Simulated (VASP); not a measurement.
# AlCo3 (Pm-3m) in VASP: single point with PBEsol

Aim: the single point of AlCo3 with PBEsol.

Program: VASP 6.6.1. These are calculated values, not measurements. Logs are shortened: lines on timing, memory, paths and dates and some standing lists are left out, and cuts for length are marked.

### 1 The cell of the first run

It takes space group Pm-3m (No. 221, cubic). The conventional cell has a = 3.529 Å, b = 3.529 Å, c = 3.529 Å, α = 90.00°, β = 90.00°, γ = 90.00°. Al (site symmetry m-3m) has 12 Co at 2.50 Å within 3.3 Å. Co (site symmetry 4/mmm) has 4 Al at 2.50 Å and 8 Co at 2.50 Å within 3.3 Å.

### 2 Single point, PBEsol, collinear spin, ferromagnetic start

File INCAR:

```
SYSTEM = AlCo3
PREC = Accurate ; ENCUT = 520
EDIFF = 1E-6 ; ISMEAR = 0
SIGMA = 0.1 ; LREAL = .FALSE.
LASPH = .TRUE. ; NELM = 150
ALGO = Normal ; ISIF = 2
LWAVE = .FALSE. ; LCHARG = .FALSE.
ISPIN = 2 ; MAGMOM = 0 1.49 1.49 1.49
LORBIT = 11 ; LMAXMIX = 4
GGA = PS ; NBANDS = 27
```

File KPOINTS:

```
Automatic mesh
0
G
  12 12 12
  0 0 0
```

File POSCAR:

```
AlCo3
1.0
    3.5293176222      0.0000000000      0.0000000000
    0.0000000000      3.5293176222      0.0000000000
    0.0000000000      0.0000000000      3.5293176222
Al Co
1 3
Direct
    0.0000000000      0.0000000000      0.0000000000
    0.5000000000      0.5000000000      0.0000000000
    0.5000000000      0.0000000000      0.5000000000
    0.0000000000      0.5000000000      0.5000000000
```

Potentials or basis: VASP PAW PBE potentials, release 64 (Al, Co).

The run is started by

```sh
cat potpaw_PBE.64/Al/POTCAR potpaw_PBE.64/Co/POTCAR > POTCAR
mpirun -np 1 vasp_std > vasp.out
```

OUTCAR:

```text
SYSTEM = AlCo3
   PREC = Accurate
   ENCUT = 520
   EDIFF = 1E-6
   ISMEAR = 0
   LREAL = .FALSE.
   LASPH = .TRUE.
   NELM = 150
   ISIF = 2
   ISPIN = 2
   LORBIT = 11
   GGA = PS

 ion  position               nearest neighbor table
   1  0.000  0.000  0.000-   2 2.50   3 2.50   4 2.50   3 2.50   4 2.50   2 2.50   4 2.50   4 2.50
                             2 2.50   3 2.50   3 2.50   2 2.50
   2  0.500  0.500  0.000-   1 2.50   3 2.50   4 2.50   3 2.50   4 2.50   1 2.50   3 2.50   3 2.50
                             1 2.50   4 2.50   4 2.50   1 2.50
   3  0.500  0.000  0.500-   1 2.50   2 2.50   4 2.50   1 2.50   2 2.50   2 2.50   4 2.50   2 2.50
                             1 2.50   4 2.50   1 2.50   4 2.50
   4  0.000  0.500  0.500-   1 2.50   2 2.50   3 2.50   1 2.50   2 2.50   1 2.50   3 2.50   1 2.50
                             2 2.50   3 2.50   2 2.50   3 2.50

  LATTYP: Found a simple cubic cell.
 ALAT       =     3.5293176222

  Lattice vectors:

 A1 = (   3.5293176222,   0.0000000000,   0.0000000000)
 A2 = (   0.0000000000,   3.5293176222,   0.0000000000)
 A3 = (   0.0000000000,   0.0000000000,   3.5293176222)

Analysis of symmetry for initial positions (statically):
=====================================================================
 Subroutine PRICEL returns:
 Original cell was already a primitive cell.

 Routine SETGRP: Setting up the symmetry group for a
 simple cubic supercell.

 Subroutine GETGRP returns: Found 48 space group operations
 (whereof 48 operations were pure point group operations)
 out of a pool of 48 trial point group operations.

The static configuration has the point symmetry O_h .

Analysis of symmetry for dynamics (positions and initial velocities):
=====================================================================
 Subroutine PRICEL returns:
 Original cell was already a primitive cell.

 Routine SETGRP: Setting up the symmetry group for a
 simple cubic supercell.

 Subroutine GETGRP returns: Found 48 space group operations
 (whereof 48 operations were pure point group operations)
 out of a pool of 48 trial point group operations.

The dynamic configuration has the point symmetry O_h .

Analysis of structural, dynamic, and magnetic symmetry:
=====================================================================
 Subroutine PRICEL returns:
 Original cell was already a primitive cell.

 Routine SETGRP: Setting up the symmetry group for a
 simple cubic supercell.

 Subroutine GETGRP returns: Found 48 space group operations
 (whereof 48 operations were pure point group operations)
 out of a pool of 48 trial point group operations.

The overall configuration has the point symmetry O_h .

 Subroutine INISYM returns: Found 48 space group operations
 (whereof 48 operations are pure point group operations),
 and found     1 'primitive' translations

----------------------------------------------------------------------------------------

                                     Primitive cell

  volume of cell :      43.9615

  direct lattice vectors                    reciprocal lattice vectors
     3.529317622  0.000000000  0.000000000     0.283340891  0.000000000  0.000000000
     0.000000000  3.529317622  0.000000000     0.000000000  0.283340891  0.000000000
     0.000000000  0.000000000  3.529317622     0.000000000  0.000000000  0.283340891

  length of vectors
     3.529317622  3.529317622  3.529317622     0.283340891  0.283340891  0.283340891

  position of ions in fractional coordinates (direct lattice)
     0.000000000  0.000000000  0.000000000
     0.500000000  0.500000000  0.000000000
     0.500000000  0.000000000  0.500000000
     0.000000000  0.500000000  0.500000000

  ion indices of the primitive-cell ions
   primitive index   ion index
                 1           1
                 2           2
                 3           3
                 4           4

----------------------------------------------------------------------------------------

 KPOINTS: Automatic mesh

Automatic generation of k-mesh.
 Grid dimensions read from file:
 generate k-points for:   12   12   12

 Generating k-lattice:

  Cartesian coordinates                     Fractional coordinates (reciprocal lattice)
     0.023611741  0.000000000  0.000000000     0.083333333  0.000000000  0.000000000
     0.000000000  0.023611741  0.000000000     0.000000000  0.083333333  0.000000000
     0.000000000  0.000000000  0.023611741     0.000000000  0.000000000  0.083333333

  Length of vectors
     0.023611741  0.023611741  0.023611741

  Shift w.r.t. Gamma in fractional coordinates (k-lattice)
     0.000000000  0.000000000  0.000000000

 Subroutine IBZKPT returns following result:
 ===========================================

 Found     84 irreducible k-points:

 Following reciprocal coordinates:
            Coordinates               Weight
  0.000000  0.000000  0.000000      1.000000
  0.083333  0.000000  0.000000      6.000000
  0.166667  0.000000  0.000000      6.000000
  0.250000  0.000000  0.000000      6.000000
  0.333333  0.000000  0.000000      6.000000
  0.416667  0.000000  0.000000      6.000000
[... 16 lines left out ...]
  0.333333  0.333333  0.000000     12.000000
  0.416667  0.333333  0.000000     24.000000
 [... further k-points ...]
   k-points           NKPTS =     84   k-points in BZ     NKDIM =     84   number of bands    NBANDS=     27
   number of dos      NEDOS =    301   number of ions     NIONS =      4
   total plane-waves  NPLWV =  21952
   dimension x,y,z NGX =    28 NGY =   28 NGZ =   28
   dimension x,y,z NGXF=    56 NGYF=   56 NGZF=   56
   ions per type =               1   3
   NGX,Y,Z   is equivalent  to a cutoff of  13.19, 13.19, 13.19 a.u.
   NGXF,Y,Z  is equivalent  to a cutoff of  26.38, 26.38, 26.38 a.u.
 SYSTEM =  AlCo3
   PREC   = accura    normal or accurate (medium, high low for compatibility)
   ISTART =      0    job   : 0-new  1-cont  2-samecut
   ICHARG =      2    charge: 1-file 2-atom 10-const
   ISPIN  =      2    spin polarized calculation?
   LNONCOLLINEAR =      F non collinear calculations
   LSORBIT =      F    spin-orbit coupling
   LASPH  =      T    aspherical Exc in radial PAW
   ENCUT  =  520.0 eV  38.22 Ry    6.18 a.u.   6.56  6.56  6.56*2*pi/ulx,y,z
   NELM   =    150;   NELMIN=  2; NELMDL= -5     # of ELM steps
   EDIFF  = 0.1E-05   stopping-criterion for ELM
   LREAL  =      F    real-space projection
   EDIFFG = 0.1E-04   stopping-criterion for IOM
   NSW    =      0    number of steps for IOM
   IBRION =     -1    ionic relax: 0-MD 1-quasi-New 2-CG
   NFREE  =      0    steps in history (QN), initial steepest desc. (CG)
   ISIF   =      2    stress and relaxation
   ISYM   =      2    0-nonsym 1-usesym 2-fastsym
   POTIM  = 0.5000    time-step for ionic-motion
   TEBEG  =    0.0;   TEEND  =   0.0 temperature during run
   PSTRESS=    0.0 pullay stress
   NELECT =      30.0000    total number of electrons
   NUPDOWN=      -1.0000    fix difference up-down
   EMIN   =  10.00;   EMAX   =-10.00  energy-range for DOS
   EFERMI =   0.00;   METHOD = LEGACY
   ISMEAR =     0;   SIGMA  =   0.10  broadening in eV -4-tet -1-fermi 0-gaus
   EFERMI_NEDOS =   21; number of points for ismear=-14 and -15
   IALGO  =     38    algorithm
   IMIX   =      4    mixing-type and parameters
     AMIX     =   0.40;   BMIX     =  1.00
     AMIX_MAG =   1.60;   BMIX_MAG =  1.00
  volume/ion in A,a.u.               =      10.99        74.17
  Fermi-wavevector in a.u.,A,eV,Ry     =   1.441311  2.723684 28.264453  2.077379
  Thomas-Fermi vector in A             =   2.559958
   LORBIT       =     11    0 simple, 1 ext, 2 COOP (PROOUT), +10 PAW based schemes
   GGA     = PS    functional components
   LHFCALC =     F    Hartree Fock is set to
   AEXX    =    0.0000 exact exchange contribution
   IVDW    =     0    specifies the selected vdW correction
   LEPSILON=     F    determine dielectric tensor
   LRPA    =     F    only Hartree local field effects (RPA)
 spin polarized calculation
 Gauss-broadening in eV      SIGMA  =   0.10
  energy-cutoff  :      520.00
  volume of cell :       43.96
 maximum number of plane-waves:      1213
 NGX is ok and might be reduce to    28
   NGX = 13   NGY = 13   NGZ = 13

 number of electron      29.9999988 magnetization       3.7803566

 Free energy of the ion-electron system (eV)
  ---------------------------------------------------
  ext. energy  EPLUGINS =         0.00000000
  ---------------------------------------------------
  free energy    TOTEN  =       -28.03792015 eV

  energy without entropy =      -28.00501455  energy(sigma->0) =      -28.02146735

 E-fermi :  10.4133     XC(G=0): -13.0708

 val. band max:       10.4080875081   @ k =   0.4167   0.1667   0.1667
 cond. band min:      10.4136663207   @ k =   0.5000   0.0833   0.0000
 fundamental gap:      0.0055788126
 Fermi energy:        10.4132570947

 spin component 1

 k-point     1 :       0.0000    0.0000    0.0000
  band No.  band energies     occupation
      1       0.2178      1.00000
      2       5.2399      1.00000
      3       6.2287      1.00000
      4       6.2287      1.00000
      5       6.5949      1.00000
      6       6.5949      1.00000
[... 19 lines left out ...]
     26      24.6855      0.00000
     27      24.6855      0.00000

 k-point     2 :       0.0833    0.0000    0.0000
  band No.  band energies     occupation
      1       0.3052      1.00000
      2       5.2764      1.00000
      3       6.1868      1.00000
      4       6.2872      1.00000
      5       6.6133      1.00000
      6       6.6133      1.00000
[... 19 lines left out ...]
     26      24.0627      0.00000
     27      24.0631      0.00000

 k-point     3 :       0.1667    0.0000    0.0000
  band No.  band energies     occupation
      1       0.5653      1.00000
      2       5.3625      1.00000
      3       6.0499      1.00000
      4       6.4565      1.00000
      5       6.6666      1.00000
      6       6.6666      1.00000
[... 594 lines left out ...]
      1       2.7803      1.00000
      2       5.5962      1.00000
      3       5.6645      1.00000
      4       6.6195      1.00000
      5       6.8001      1.00000
      6       7.1553      1.00000
[... 19 lines left out ...]
     26      23.2365      0.00000
     27      24.5137      0.00000

 k-point    24 :       0.4167    0.3333    0.0000
  band No.  band energies     occupation
      1       3.3721      1.00000
      2       5.0317      1.00000
      3       5.8835      1.00000
      4       6.6894      1.00000
      5       6.8501      1.00000
      6       7.2879      1.00000
[... 19 lines left out ...]
     26      23.6965      0.00000
     27      23.9954      0.00000

 [... further k-points ...]

 spin component 2

 k-point     1 :       0.0000    0.0000    0.0000
  band No.  band energies     occupation
      1       0.2683      1.00000
      2       6.1922      1.00000
      3       7.0784      1.00000
      4       7.0784      1.00000
      5       7.5790      1.00000
      6       7.5790      1.00000
[... 19 lines left out ...]
     26      24.9124      0.00000
     27      24.9124      0.00000

 k-point     2 :       0.0833    0.0000    0.0000
  band No.  band energies     occupation
      1       0.3557      1.00000
      2       6.2210      1.00000
      3       7.0034      1.00000
      4       7.1419      1.00000
      5       7.5915      1.00000
      6       7.5915      1.00000
[... 19 lines left out ...]
     26      24.2753      0.00000
     27      24.2764      0.00000

 k-point     3 :       0.1667    0.0000    0.0000
  band No.  band energies     occupation
      1       0.6155      1.00000
      2       6.2360      1.00000
      3       6.8102      1.00000
      4       7.3255      1.00000
      5       7.6265      1.00000
      6       7.6266      1.00000
[... 594 lines left out ...]
      1       2.8426      1.00000
      2       5.9364      1.00000
      3       6.0341      1.00000
      4       7.5166      1.00000
      5       7.6687      1.00000
      6       8.1348      1.00000
[... 19 lines left out ...]
     26      23.3077      0.00000
     27      24.8562      0.00000

 k-point    24 :       0.4167    0.3333    0.0000
  band No.  band energies     occupation
      1       3.4446      1.00000
      2       5.2646      1.00000
      3       6.2827      1.00000
      4       7.5143      1.00000
      5       7.6913      1.00000
      6       8.2870      1.00000
[... 19 lines left out ...]
     26      24.0577      0.00000
     27      24.0948      0.00000

 [... further k-points ...]
[... 5 lines left out ...]
  --------------------------------------------------------------------------------------
  -------------------------------------------------------------------------------------
  Total       -0.0878247     -0.0878247     -0.0878247      0.0000000      0.0000000     -0.0000000
  in kB       -3.2007730     -3.2007730     -3.2007730      0.0000000      0.0000000     -0.0000000
  external PRESSURE =      -3.2007730 kB  Pullay stress =       0.0000000 kB

 VOLUME and BASIS-vectors are now :
 -----------------------------------------------------------------------------
  energy-cutoff  :      520.00
  volume of cell :       43.96
      direct lattice vectors                 reciprocal lattice vectors
     3.529317622  0.000000000  0.000000000     0.283340891  0.000000000  0.000000000
     0.000000000  3.529317622  0.000000000     0.000000000  0.283340891  0.000000000
     0.000000000  0.000000000  3.529317622     0.000000000  0.000000000  0.283340891

 POSITION                                       TOTAL-FORCE (eV/Angst)
 -----------------------------------------------------------------------------------
      0.00000      0.00000      0.00000         0.000000      0.000000      0.000000
      1.76466      1.76466      0.00000         0.000000      0.000000      0.000000
      1.76466      0.00000      1.76466         0.000000      0.000000      0.000000
      0.00000      1.76466      1.76466         0.000000      0.000000      0.000000
 -----------------------------------------------------------------------------------
    total drift:                                0.000000      0.000000      0.000000

  FREE ENERGIE OF THE ION-ELECTRON SYSTEM (eV)
  ---------------------------------------------------
  free  energy   TOTEN  =       -28.0379201542 eV

  energy  without entropy=      -28.0050145480  energy(sigma->0) =      -28.02146735

 total charge

# of ion       s       p       d       tot
------------------------------------------
    1        0.413   0.430   0.000   0.843
    2        0.488   0.542   7.342   8.372
    3        0.488   0.542   7.342   8.372
    4        0.488   0.542   7.342   8.372
--------------------------------------------------
tot          1.878   2.057  22.025  25.960

 magnetization (x)

# of ion       s       p       d       tot
------------------------------------------
    1       -0.002  -0.036   0.000  -0.038
    2       -0.002  -0.002   1.291   1.288
    3       -0.002  -0.002   1.291   1.288
    4       -0.002  -0.002   1.291   1.288
--------------------------------------------------
tot         -0.007  -0.041   3.874   3.826
```

Run time: 2 min. Hardware: 1 thread of Intel Xeon Platinum 8488C (Sapphire Rapids), shared host; peak memory 0.26 GiB.

What came out:

| Quantity | Value |
| --- | --- |
| Free energy | -28.0379 eV |
| Pressure | -0.3 GPa |
| Net moment | 3.78 μB per cell |
| Site moments | Al -0.04; Co +1.29 μB |
| Valence electrons inside the program's atomic spheres | Al 0.84; Co 8.37 |

Caveat: the PAW data sets were made with another functional, which shifts forces and pressure a little.
